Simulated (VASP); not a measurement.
Set up this calculation in VASP 6.6.1, as the native input.

```yaml
Task: single point
Functional: PBE
Potentials_or_basis: VASP PAW PBE potentials, release 64 (Si, C)
Cutoff: 520 eV
k_mesh: 10 × 10 × 10
Occupations: gaussian, width 0.02 eV
Spin: no spin polarisation
Dipole_correction: no
Further_INCAR_settings: ALGO = Normal; EDIFF = 1e-06; NBANDS = 11
```

The structure of SiC lies in POSCAR:

```
SiC
1.0
    0.0000000000      2.1898629705      2.1898629705
    2.1898629705      0.0000000000      2.1898629705
    2.1898629705      2.1898629705      0.0000000000
Si C
1 1
Direct
    0.7500000000      0.7500000000      0.7500000000
    0.0000000000      0.0000000000      0.0000000000
```

The input as run:

INCAR

```
SYSTEM = SiC
  PREC = Accurate
  ENCUT = 520
  EDIFF = 1E-6
  ISMEAR = 0
  SIGMA = 0.02
  LREAL = .False.
  LASPH = .True.
  NELM = 80
  ALGO = Normal
  ISIF = 2
  LWAVE = .False.
  LCHARG = .False.
  GGA = PE
  NBANDS = 11
```

KPOINTS

```
Automatic mesh
0
Gamma
  10 10 10
  0 0 0
```

Potentials or basis: VASP PAW PBE potentials, release 64 (Si, C).

Launch:

```sh
$ cat potpaw_PBE.64/Si/POTCAR potpaw_PBE.64/C/POTCAR > POTCAR
$ mpirun -np 1 vasp_std > vasp.out
```

It gave:

```json
{"Pressure": "0.0 GPa", "Band gap on the k mesh": "1.37 eV (least direct gap 4.53 eV)"}
```

It took 9.9 s on 1 thread of Intel Xeon 8259CL, on a shared host, peak memory 0.13 GiB.
